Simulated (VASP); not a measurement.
# W (Im-3m) in VASP: notebook

The runs below take W through single point, with RPBE.

Program: VASP 6.6.1. These are calculated values, not measurements. Logs are shortened: lines on timing, memory, paths and dates and some standing lists are left out, and cuts for length are marked.

**1. The cell of the first run**

Symmetry: Im-3m, No. 229, cubic system. Conventional cell: a = 3.198 Å, b = 3.198 Å, c = 3.198 Å, α = 90.00°, β = 90.00°, γ = 90.00°. W (site symmetry m-3m) has 14 W at 2.77 to 3.20 Å within 3.6 Å.

**2. Single point, RPBE**

INCAR reads:

```
SYSTEM = W
PREC = Accurate ; ENCUT = 520
EDIFF = 1E-6 ; ISMEAR = -1
SIGMA = 0.1 ; LREAL = .FALSE.
LASPH = .TRUE. ; NELM = 60
ALGO = Normal ; ISIF = 2
LWAVE = .FALSE. ; LCHARG = .FALSE.
GGA = RP ; NBANDS = 13
```

KPOINTS reads:

```
Automatic mesh
0
G
  23 23 23
  0 0 0
```

POSCAR reads:

```
W
1.0
   -1.5987638107      1.5987638107      1.5987638107
    1.5987638107     -1.5987638107      1.5987638107
    1.5987638107      1.5987638107     -1.5987638107
W
1
Direct
    0.0000000000      0.0000000000      0.0000000000
```

Potentials or basis: VASP PAW PBE potentials, release 64 (W_sv).

Run with:

```
cat potpaw_PBE.64/W_sv/POTCAR > POTCAR
mpirun -np 1 vasp_std > vasp.out
```

OUTCAR:

```text
SYSTEM = W
   PREC = Accurate
   ENCUT = 520
   EDIFF = 1E-6
   ISMEAR = -1
   LREAL = .FALSE.
   LASPH = .TRUE.
   NELM = 60
   ISIF = 2
   GGA = RP

 ion  position               nearest neighbor table
   1  0.000  0.000  0.000-

  LATTYP: Found a body centered cubic cell.
 ALAT       =     3.1975276214

  Lattice vectors:

 A1 = (  -1.5987638107,   1.5987638107,   1.5987638107)
 A2 = (   1.5987638107,  -1.5987638107,   1.5987638107)
 A3 = (   1.5987638107,   1.5987638107,  -1.5987638107)

Analysis of symmetry for initial positions (statically):
=====================================================================
 Subroutine PRICEL returns:
 Original cell was already a primitive cell.

 Routine SETGRP: Setting up the symmetry group for a
 body centered cubic supercell.

 Subroutine GETGRP returns: Found 48 space group operations
 (whereof 48 operations were pure point group operations)
 out of a pool of 48 trial point group operations.

The static configuration has the point symmetry O_h .

Analysis of symmetry for dynamics (positions and initial velocities):
=====================================================================
 Subroutine PRICEL returns:
 Original cell was already a primitive cell.

 Routine SETGRP: Setting up the symmetry group for a
 body centered cubic supercell.

 Subroutine GETGRP returns: Found 48 space group operations
 (whereof 48 operations were pure point group operations)
 out of a pool of 48 trial point group operations.

The dynamic configuration has the point symmetry O_h .

 Subroutine INISYM returns: Found 48 space group operations
 (whereof 48 operations are pure point group operations),
 and found     1 'primitive' translations

----------------------------------------------------------------------------------------

                                     Primitive cell

  volume of cell :      16.3461

  direct lattice vectors                    reciprocal lattice vectors
    -1.598763811  1.598763811  1.598763811     0.000000000  0.312741630  0.312741630
     1.598763811 -1.598763811  1.598763811     0.312741630  0.000000000  0.312741630
     1.598763811  1.598763811 -1.598763811     0.312741630  0.312741630  0.000000000

  length of vectors
     2.769140149  2.769140149  2.769140149     0.442283455  0.442283455  0.442283455

  position of ions in fractional coordinates (direct lattice)
     0.000000000  0.000000000  0.000000000

  ion indices of the primitive-cell ions
   primitive index   ion index
                 1           1

----------------------------------------------------------------------------------------

 KPOINTS: Automatic mesh

Automatic generation of k-mesh.
 Grid dimensions read from file:
 generate k-points for:   23   23   23

 Generating k-lattice:

  Cartesian coordinates                     Fractional coordinates (reciprocal lattice)
     0.000000000  0.013597462  0.013597462     0.043478261  0.000000000  0.000000000
     0.013597462  0.000000000  0.013597462     0.000000000  0.043478261  0.000000000
     0.013597462  0.013597462  0.000000000     0.000000000  0.000000000  0.043478261

  Length of vectors
     0.019229715  0.019229715  0.019229715

  Shift w.r.t. Gamma in fractional coordinates (k-lattice)
     0.000000000  0.000000000  0.000000000

 Subroutine IBZKPT returns following result:
 ===========================================

 Found    364 irreducible k-points:

 Following reciprocal coordinates:
            Coordinates               Weight
  0.000000  0.000000  0.000000      1.000000
  0.043478  0.000000  0.000000     12.000000
  0.086957  0.000000  0.000000     12.000000
  0.130435  0.000000  0.000000     12.000000
  0.173913  0.000000  0.000000     12.000000
  0.217391  0.000000  0.000000     12.000000
[... 16 lines left out ...]
  0.478261  0.043478  0.000000     24.000000
  0.086957  0.086957  0.000000     24.000000
 [... further k-points ...]
   k-points           NKPTS =    364   k-points in BZ     NKDIM =    364   number of bands    NBANDS=     13
   number of dos      NEDOS =    301   number of ions     NIONS =      1
   total plane-waves  NPLWV =  13824
   dimension x,y,z NGX =    24 NGY =   24 NGZ =   24
   dimension x,y,z NGXF=    48 NGYF=   48 NGZF=   48
   ions per type =               1
   NGX,Y,Z   is equivalent  to a cutoff of  14.41, 14.41, 14.41 a.u.
   NGXF,Y,Z  is equivalent  to a cutoff of  28.82, 28.82, 28.82 a.u.
 SYSTEM =  W
   PREC   = accura    normal or accurate (medium, high low for compatibility)
   ISTART =      0    job   : 0-new  1-cont  2-samecut
   ICHARG =      2    charge: 1-file 2-atom 10-const
   ISPIN  =      1    spin polarized calculation?
   LNONCOLLINEAR =      F non collinear calculations
   LSORBIT =      F    spin-orbit coupling
   LASPH  =      T    aspherical Exc in radial PAW
   ENCUT  =  520.0 eV  38.22 Ry    6.18 a.u.   5.15  5.15  5.15*2*pi/ulx,y,z
   NELM   =     60;   NELMIN=  2; NELMDL= -5     # of ELM steps
   EDIFF  = 0.1E-05   stopping-criterion for ELM
   LREAL  =      F    real-space projection
   EDIFFG = 0.1E-04   stopping-criterion for IOM
   NSW    =      0    number of steps for IOM
   IBRION =     -1    ionic relax: 0-MD 1-quasi-New 2-CG
   NFREE  =      0    steps in history (QN), initial steepest desc. (CG)
   ISIF   =      2    stress and relaxation
   ISYM   =      2    0-nonsym 1-usesym 2-fastsym
   POTIM  = 0.5000    time-step for ionic-motion
   TEBEG  =    0.0;   TEEND  =   0.0 temperature during run
   PSTRESS=    0.0 pullay stress
   NELECT =      14.0000    total number of electrons
   NUPDOWN=      -1.0000    fix difference up-down
   EMIN   =  10.00;   EMAX   =-10.00  energy-range for DOS
   EFERMI =   0.00;   METHOD = LEGACY
   ISMEAR =    -1;   SIGMA  =   0.10  broadening in eV -4-tet -1-fermi 0-gaus
   EFERMI_NEDOS =   21; number of points for ismear=-14 and -15
   IALGO  =     38    algorithm
   IMIX   =      4    mixing-type and parameters
     AMIX     =   0.40;   BMIX     =  1.00
     AMIX_MAG =   1.60;   BMIX_MAG =  1.00
  volume/ion in A,a.u.               =      16.35       110.31
  Fermi-wavevector in a.u.,A,eV,Ry     =   1.554700  2.937957 32.886525  2.417091
  Thomas-Fermi vector in A             =   2.658748
   LORBIT       =      0    0 simple, 1 ext, 2 COOP (PROOUT), +10 PAW based schemes
   GGA     = RP    functional components
   LHFCALC =     F    Hartree Fock is set to
   AEXX    =    0.0000 exact exchange contribution
   IVDW    =     0    specifies the selected vdW correction
   LEPSILON=     F    determine dielectric tensor
   LRPA    =     F    only Hartree local field effects (RPA)
 non-spin polarized calculation
  energy-cutoff  :      520.00
  volume of cell :       16.35
 maximum number of plane-waves:       458
 NGX is ok and might be reduce to    24
   NGX = 11   NGY = 11   NGZ = 11

 number of electron      14.0000002 magnetization

 Free energy of the ion-electron system (eV)
  ---------------------------------------------------
  ext. energy  EPLUGINS =         0.00000000
  ---------------------------------------------------
  free energy    TOTEN  =       -12.41217266 eV

  energy without entropy =      -12.39803313  energy(sigma->0) =      -12.40510289

 E-fermi :  11.0779     XC(G=0): -13.4139

 val. band max:       11.0692058395   @ k =   0.4348   0.0000   0.0000
 cond. band min:      11.0958878021   @ k =  -0.2609   0.3478   0.1739
 fundamental gap:      0.0266819626
 Fermi energy:        11.0778646349

 k-point     1 :       0.0000    0.0000    0.0000
  band No.  band energies     occupation
      1     -63.1638      2.00000
      2     -26.7659      2.00000
      3     -26.7659      2.00000
      4     -26.7659      2.00000
      5       1.6222      2.00000
      6       9.9171      1.99998
      7       9.9171      1.99998
      8       9.9171      1.99998
      9      13.2993      0.00000
     10      13.2993      0.00000
     11      25.5039      0.00000
     12      25.5039      0.00000
     13      25.5039      0.00000

 k-point     2 :       0.0435    0.0000    0.0000
  band No.  band energies     occupation
      1     -63.1617      2.00000
      2     -26.7891      2.00000
      3     -26.7732      2.00000
      4     -26.7661      2.00000
      5       1.7108      2.00000
      6       9.8630      1.99999
      7       9.9057      1.99998
      8      10.0019      1.99996
      9      13.2106      0.00000
     10      13.2997      0.00000
     11      25.5801      0.00000
     12      25.6551      0.00000
     13      25.7205      0.00000

 k-point     3 :       0.0870    0.0000    0.0000
  band No.  band energies     occupation
      1     -63.1554      2.00000
      2     -26.8565      2.00000
      3     -26.7945      2.00000
      4     -26.7663      2.00000
      5       1.9710      2.00000
      6       9.7088      2.00000
      7       9.8611      1.99999
      8      10.2548      1.99947
      9      12.9925      0.00000
     10      13.3036      0.00000
     11      25.7862      0.00000
     12      26.1001      0.00000
     13      26.3095      0.00000
[... 305 lines left out ...]
 k-point    23 :       0.4783    0.0435    0.0000
  band No.  band energies     occupation
      1     -63.0467      2.00000
      2     -27.9181      2.00000
      3     -27.1516      2.00000
      4     -26.7806      2.00000
      5       5.0789      2.00000
      6       7.6870      2.00000
      7      11.4633      0.04151
      8      13.1416      0.00000
      9      14.2150      0.00000
     10      17.0662      0.00000
     11      21.6022      0.00000
     12      22.6035      0.00000
     13      27.4215      0.00000

 k-point    24 :       0.0870    0.0870    0.0000
  band No.  band energies     occupation
      1     -63.1398      2.00000
      2     -27.0218      2.00000
      3     -26.8256      2.00000
      4     -26.7882      2.00000
      5       2.6263      2.00000
      6       9.4385      2.00000
      7       9.5574      2.00000
      8      10.9728      1.48162
      9      12.5722      0.00000
     10      13.4143      0.00000
     11      26.2820      0.00000
     12      27.0963      0.00000
     13      27.4198      0.00000

 [... further k-points ...]
[... 5 lines left out ...]
  --------------------------------------------------------------------------------------
  -------------------------------------------------------------------------------------
  Total        0.0219844      0.0219844      0.0219844      0.0000000      0.0000000      0.0000000
  in kB        2.1548225      2.1548225      2.1548225      0.0000000      0.0000000      0.0000000
  external PRESSURE =       2.1548225 kB  Pullay stress =       0.0000000 kB

 VOLUME and BASIS-vectors are now :
 -----------------------------------------------------------------------------
  energy-cutoff  :      520.00
  volume of cell :       16.35
      direct lattice vectors                 reciprocal lattice vectors
    -1.598763811  1.598763811  1.598763811     0.000000000  0.312741630  0.312741630
     1.598763811 -1.598763811  1.598763811     0.312741630  0.000000000  0.312741630
     1.598763811  1.598763811 -1.598763811     0.312741630  0.312741630  0.000000000

 POSITION                                       TOTAL-FORCE (eV/Angst)
 -----------------------------------------------------------------------------------
      0.00000      0.00000      0.00000        -0.000000     -0.000000      0.000000
 -----------------------------------------------------------------------------------
    total drift:                               -0.000000      0.000000      0.000000

  FREE ENERGIE OF THE ION-ELECTRON SYSTEM (eV)
  ---------------------------------------------------
  free  energy   TOTEN  =       -12.4121726565 eV

  energy  without entropy=      -12.3980331279  energy(sigma->0) =      -12.40510289
```

Wall time 36 s (1 thread of AMD EPYC 9R45 (Zen 5), shared host); peak memory 0.17 GiB.

Results:

```
Free energy            : -12.4122 eV
Pressure               : 0.2 GPa
Band gap on the k mesh : zero (band 7 reaches 15.81 eV, above the bottom of band 8 at 9.92 eV)
```

Caveat: the PAW data sets were made with another functional, which shifts forces and pressure a little; spin-orbit coupling is left out, which moves the levels of the heavy elements.

**3. Single point, RPBE (volume scaled by 1.04)**

INCAR reads:

```
PREC = Accurate ; ENCUT = 520
EDIFF = 1E-6 ; ISMEAR = -1
SIGMA = 0.1 ; LREAL = F
LASPH = T ; NELM = 60
ALGO = Normal ; ISIF = 2
LWAVE = F ; LCHARG = T
GGA = RP ; LELF = T
LVHAR = T ; NBANDS = 13
```

KPOINTS reads:

```
regular mesh
0
Gamma
  23 23 23
```

POSCAR reads:

```
W
1.0
   -1.6198025893      1.6198025893      1.6198025893
    1.6198025893     -1.6198025893      1.6198025893
    1.6198025893      1.6198025893     -1.6198025893
W
1
Direct
    0.0000000000      0.0000000000      0.0000000000
```

Potentials or basis: VASP PAW PBE potentials, release 64 (W_sv).

Run with:

```
cat potpaw_PBE.64/W_sv/POTCAR > POTCAR
mpirun -np 1 vasp_std > vasp.out
```

OUTCAR:

```text
PREC = Accurate
   ENCUT = 520
   EDIFF = 1E-6
   ISMEAR = -1
   LREAL = F
   LASPH = T
   NELM = 60
   ISIF = 2
   GGA = RP

 ion  position               nearest neighbor table
   1  0.000  0.000  0.000-

  LATTYP: Found a body centered cubic cell.
 ALAT       =     3.2396051786

  Lattice vectors:

 A1 = (  -1.6198025893,   1.6198025893,   1.6198025893)
 A2 = (   1.6198025893,  -1.6198025893,   1.6198025893)
 A3 = (   1.6198025893,   1.6198025893,  -1.6198025893)

Analysis of symmetry for initial positions (statically):
=====================================================================
 Subroutine PRICEL returns:
 Original cell was already a primitive cell.

 Routine SETGRP: Setting up the symmetry group for a
 body centered cubic supercell.

 Subroutine GETGRP returns: Found 48 space group operations
 (whereof 48 operations were pure point group operations)
 out of a pool of 48 trial point group operations.

The static configuration has the point symmetry O_h .

Analysis of symmetry for dynamics (positions and initial velocities):
=====================================================================
 Subroutine PRICEL returns:
[... 160 lines left out ...]
 Fermi energy:        10.5248025973

 k-point     1 :       0.0000    0.0000    0.0000
  band No.  band energies     occupation
      1     -63.7691      2.00000
      2     -27.4192      2.00000
      3     -27.4192      2.00000
      4     -27.4192      2.00000
      5       1.2979      2.00000
      6       9.4302      1.99996
      7       9.4302      1.99996
      8       9.4302      1.99996
      9      12.6603      0.00000
     10      12.6603      0.00000
     11      24.8645      0.00000
     12      24.8645      0.00000
     13      24.8645      0.00000
[... 354 lines left out ...]
  band No.  band energies     occupation
      1     -63.7489      2.00000
      2     -27.6422      2.00000
      3     -27.4716      2.00000
      4     -27.4385      2.00000
      5       2.2592      2.00000
      6       8.9798      2.00000
      7       9.0933      2.00000
      8      10.4305      1.43952
      9      11.9823      0.00000
     10      12.7679      0.00000
     11      25.5996      0.00000
     12      26.3338      0.00000
     13      26.6199      0.00000

 [... further k-points ...]
[... 5 lines left out ...]
  --------------------------------------------------------------------------------------
  -------------------------------------------------------------------------------------
  Total       -1.1083381     -1.1083381     -1.1083381      0.0000000      0.0000000      0.0000000
  in kB     -104.4567679   -104.4567679   -104.4567679      0.0000000      0.0000000      0.0000000
  external PRESSURE =    -104.4567679 kB  Pullay stress =       0.0000000 kB

 VOLUME and BASIS-vectors are now :
 -----------------------------------------------------------------------------
  energy-cutoff  :      520.00
  volume of cell :       17.00
      direct lattice vectors                 reciprocal lattice vectors
    -1.619802589  1.619802589  1.619802589     0.000000000  0.308679591  0.308679591
     1.619802589 -1.619802589  1.619802589     0.308679591  0.000000000  0.308679591
     1.619802589  1.619802589 -1.619802589     0.308679591  0.308679591  0.000000000

 POSITION                                       TOTAL-FORCE (eV/Angst)
 -----------------------------------------------------------------------------------
      0.00000      0.00000      0.00000         0.000000      0.000000     -0.000000
 -----------------------------------------------------------------------------------
    total drift:                                0.000000      0.000000      0.000000

  FREE ENERGIE OF THE ION-ELECTRON SYSTEM (eV)
  ---------------------------------------------------
  free  energy   TOTEN  =       -12.3909591730 eV

  energy  without entropy=      -12.3764316221  energy(sigma->0) =      -12.38369540
```

OSZICAR:

```text
N       E                     dE             d eps       ncg     rms          rms(c)
DAV:   1     0.850302939694E+02    0.85030E+02   -0.74901E+03  9528   0.121E+03
DAV:   2    -0.113443769809E+02   -0.96375E+02   -0.92615E+02 10689   0.314E+02
DAV:   3    -0.130211790112E+02   -0.16768E+01   -0.16709E+01 10319   0.401E+01
DAV:   4    -0.130285485296E+02   -0.73695E-02   -0.73694E-02 10489   0.294E+00
DAV:   5    -0.130286163104E+02   -0.67781E-04   -0.67781E-04 10529   0.267E-01    0.180E+01
DAV:   6    -0.125187421684E+02    0.50987E+00   -0.46667E-01  9799   0.903E+00    0.679E+00
DAV:   7    -0.123940778260E+02    0.12466E+00   -0.23341E-01 10444   0.607E+00    0.827E-01
DAV:   8    -0.123909827231E+02    0.30951E-02   -0.46187E-03  9649   0.853E-01    0.952E-02
DAV:   9    -0.123909665981E+02    0.16125E-04   -0.17660E-04 10774   0.170E-01    0.437E-02
DAV:  10    -0.123909582340E+02    0.83642E-05   -0.19572E-05  9914   0.592E-02    0.510E-03
DAV:  11    -0.123909591730E+02   -0.93906E-06   -0.47014E-07  6867   0.861E-03
   1 F= -.12390959E+02 E0= -.12383695E+02  d E =-.145276E-01
```

stdout:

```text
POSCAR found type information on POSCAR W
 POSCAR found :  1 types and       1 ions
 scaLAPACK will be used
 -----------------------------------------------------------------------------
|                                                                             |
|                                                                             |
|     You enforced a specific xc type in the INCAR file but a different       |
|     I HOPE YOU KNOW WHAT YOU ARE DOING!                                     |
|                                                                             |
 -----------------------------------------------------------------------------

 LDA part: xc-table for (Slater+PW92), standard interpolation
 POSCAR, INCAR and KPOINTS ok, starting setup
 FFT: planning ... GRIDC
 FFT: planning ... GRID_SOFT
 FFT: planning ... GRID
 WAVECAR not read
 entering main loop
```

Wall time 39 s (1 thread of AMD EPYC 9R45 (Zen 5), shared host); peak memory 0.16 GiB.

Results:

```yaml
Free_energy: -12.3910 eV
Pressure: -10.4 GPa
Band_gap_on_the_k_mesh: zero (band 7 reaches 15.01 eV, above the bottom of band 8 at 9.43 eV)
```

Caveat: the PAW data sets were made with another functional, which shifts forces and pressure a little; spin-orbit coupling is left out, which moves the levels of the heavy elements.
